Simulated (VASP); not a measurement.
Set up this calculation in VASP 6.6.1, as the native input.

- Task: single point
- Functional: PBE
- Potentials or basis: VASP PAW PBE potentials, release 64 (Ta_pv, N)
- Cutoff: 520 eV
- k mesh: 1 × 1 × 1
- Occupations: gaussian, width 0.1 eV
- Spin: no spin polarisation
- Dipole correction: no
- Further INCAR settings: ALGO = Normal; EDIFF = 1e-06; NBANDS = 27

The structure of Ta3N lies in POSCAR:

```
Ta3N
1.0
    3.0322239879      0.0000000000      0.0000000000
   -1.5161119940      2.6259830035      0.0000000000
    0.0000000000      0.0000000000      7.5241370000
Ta N
3 1
Direct
    0.0000000000      0.0000000000      0.5000000000
    0.3333333333      0.6666666667      0.1739300000
    0.6666666667      0.3333333333      0.8260700000
    0.0000000000      0.0000000000      0.0000000000
```

One way to write it, as run:

INCAR

```
SYSTEM = Ta3N
PREC = Accurate ; ENCUT = 520
EDIFF = 1E-6 ; ISMEAR = 0
SIGMA = 0.1 ; LREAL = .FALSE.
LASPH = .TRUE. ; NELM = 100
ALGO = Normal ; ISIF = 2
LWAVE = .FALSE. ; LCHARG = .FALSE.
GGA = PE ; NBANDS = 27
```

KPOINTS

```
regular mesh
0
G
  1 1 1
  0 0 0
```

Potentials or basis: VASP PAW PBE potentials, release 64 (Ta_pv, N).

Launch:

```console
$ cat potpaw_PBE.64/Ta_pv/POTCAR potpaw_PBE.64/N/POTCAR > POTCAR
$ mpirun -np 1 vasp_gam > vasp.out
```

Results of the run:

```json
{
 "Pressure": "46.5 GPa",
 "Largest force": "9.642 eV/Å"
}
```

Caveat: the k points lie up to 2.39 Å⁻¹ apart; forces of over 1 eV/Å act on the atoms, so gaps and moduli don't describe the material at rest.

It took 19 s on 1 thread of Intel Xeon 8259CL (shared host), peak memory 0.17 GiB.
